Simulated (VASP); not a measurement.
Lu, 2 atoms in the cell. Symmetry: P6_3/mmc, No. 194, hexagonal system. Conventional cell: a = 3.486 Å, b = 3.486 Å, c = 5.529 Å, α = 90.00°, β = 90.00°, γ = 120.00°. Within 4.5 Å of Lu (site symmetry -6m2) lie 12 Lu at 3.42 to 3.49 Å. 

| Property | Result |
| --- | --- |
| Program | VASP 6.6.1 |
| Task | single point |
| Functional | PBE |
| Potentials or basis | VASP PAW PBE potentials, release 64 (Lu) |
| Cutoff | 520 eV |
| k mesh | 13 × 13 × 8 |
| Occupations | fermi-dirac, width 0.03 eV |
| Spin | no spin polarisation |
| Dipole correction | no |
| Further INCAR settings | ALGO = Normal; EDIFF = 1e-06; NBANDS = 32 |

Potentials or basis: VASP PAW PBE potentials, release 64 (Lu).

The run is started by

```sh
$ cat potpaw_PBE.64/Lu/POTCAR > POTCAR
$ mpirun -np 1 vasp_std > vasp.out
```

Hardware: 1 thread of AMD EPYC 7R13 Processor (Zen 3) (shared host).

Question: Estimate the wall time of this run.

Answer: Run time: 2 min on 1 thread of AMD EPYC 7R13 Processor (Zen 3), with other jobs on the host, peak memory 0.27 GiB. Counts: scf iterations 11, k points 105.
